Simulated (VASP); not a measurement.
# Mg: relaxation of cell and atoms with PBEsol

Crystal: Mg.

```xyz
1
Lattice="0.0000 2.2396 2.2396 2.2396 0.0000 2.2396 2.2396 2.2396 0.0000" Properties=species:S:1:pos:R:3 pbc="T T T"
Mg    0.0000    0.0000    0.0000
```

This isn't the form of Mg at room conditions, which is hcp.

```
Program                : VASP 6.6.1
Task                   : relaxation of cell and atoms
Functional             : PBEsol
Potentials or basis    : VASP PAW PBE potentials, release 64 (Mg)
Cutoff                 : 600 eV
k mesh                 : 16 × 16 × 16
Occupations            : gaussian, width 0.1 eV
Spin                   : no spin polarisation
Dipole correction      : no
Further INCAR settings : ALGO = Fast; EDIFF = 1e-06; IBRION = 2; EDIFFG = -0.01; NSW = 80; ISIF = 3
```

```json
{
  "Relaxed volume": "22.61 Å³/atom",
  "Relaxed cell": "a = 3.174 Å, b = 3.174 Å, c = 3.174 Å, α = 60.00°, β = 60.00°, γ = 60.00°",
  "Space group after relaxing (to 0.1 Å)": "Fm-3m (No. 225)",
  "Energy gained by relaxing": "0.2 meV/atom",
  "Ionic steps": "2",
  "Pressure after relaxing": "0.1 GPa",
  "Band gap on the k mesh": "zero (bands 1 and 2 overlap by 2.73 eV)"
}
```

The path:
```tsv
step	energy change (eV)	largest force (eV/Å)	pressure (GPa)	volume (Å³)
1	0.0000	0.0000	0.31	22.47
2	-0.0002	0.0000	0.07	22.61
```

Final structure:
```yaml
crystal:
  lattice:
    - [0.00000, 2.24433, 2.24433]
    - [2.24433, 0.00000, 2.24433]
    - [2.24433, 2.24433, 0.00000]
  atoms:
    - { symbol: Mg, position: [0.00000, 0.00000, 0.00000] }
```

Levels at points of the mesh, in eV from the Fermi level:
| k point | band 1 | band 2 | band 3 | band 4 |
| --- | --- | --- | --- | --- |
| (0.00, 0.00, 0.00) | -6.97 | 12.45 | 12.45 | 12.45 |
| (0.50, 0.00, 0.00) | -1.72 | -1.27 | 11.35 | 11.35 |
| (0.50, 0.50, 0.00) | -0.21 | 0.82 | 6.13 | 7.03 |

Wall time 29 s on 1 thread of Intel Xeon 8259CL, on a shared host, peak memory 0.17 GiB.

Caveat: the PAW data sets were made with another functional, which shifts forces and pressure a little. Zero-point motion and thermal expansion aren't in these numbers.
